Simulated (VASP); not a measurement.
Here is a VASP 6.6.1 calculation.

The input INCAR:

```
ALGO = Normal
EDIFF = 1E-6
ENCUT = 500
GGA = PE
GGA_COMPAT = F
ISIF = 2
ISMEAR = 0
LASPH = T
LCHARG = T
LELF = T
LREAL = F
LVHAR = T
LWAVE = F
NBANDS = 16
NELM = 120
PREC = Accurate
SIGMA = 0.01
```

Contents of KPOINTS:

```
k-points
0
Gamma
  4 4 4
```

File POSCAR:

```
GaAs
1.0
    0.0000000000      2.8330850957      2.7905888193
    2.8330850957      0.0000000000      2.7905888193
    2.8330850957      2.8330850957      0.0000000000
Ga As
1 1
Direct
    0.0000000000      0.0000000000      0.0000000000
    0.2500000000      0.2500000000      0.2500000000
```

Potentials or basis: VASP PAW PBE potentials, release 64 (Ga_d, As).

Command:

```bash
$ cat potpaw_PBE.64/Ga_d/POTCAR potpaw_PBE.64/As/POTCAR > POTCAR
$ mpirun -np 1 vasp_std > vasp.out
```

Task: What does it give for the band gap on the k mesh?

Result: 0.51 eV, direct.

Task: Predict the pressure.

Result: 4.4 GPa.

Stress tensor (GPa, compression positive):
```
4.07 0.00 0.00
0.00 4.07 0.00
0.00 0.00 4.96
```

Caveat: the k points lie up to 0.48 Å⁻¹ apart; the cell differs from its parent crystal (uniaxial z strain -1.5%). A k mesh can miss the band edges.
